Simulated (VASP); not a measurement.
# Ag: single point with revPBE

Ag:

```
CELL_PARAMETERS angstrom
0.00000 2.06826 2.06826
2.06826 0.00000 2.06826
2.06826 2.06826 0.00000
ATOMIC_POSITIONS crystal
Ag 0.00000 0.00000 0.00000
```

This cell differs from its parent crystal: volume scaled by 0.96.

- Program: VASP 6.6.1
- Task: single point
- Functional: revPBE
- Potentials or basis: VASP PAW PBE potentials, release 64 (Ag)
- Cutoff: 520 eV
- k mesh: 21 × 21 × 21
- Occupations: fermi-dirac, width 0.1 eV
- Spin: no spin polarisation

```
Pressure : 3.5 GPa
```

Levels at points of the mesh, in eV from the Fermi level:
| k point | band 3 | band 4 | band 5 | band 6 | band 7 | band 8 | band 9 | band 10 |
| --- | --- | --- | --- | --- | --- | --- | --- | --- |
| (0.00, 0.00, 0.00) | -4.74 | -4.74 | -3.77 | -3.77 | 15.88 | 19.27 | 19.27 | 19.27 |

It took 65 s on 1 thread of Intel Xeon 6975P-C (shared host), peak memory 0.19 GiB.

Caveat: the PAW data sets were made with another functional, which shifts forces and pressure a little.
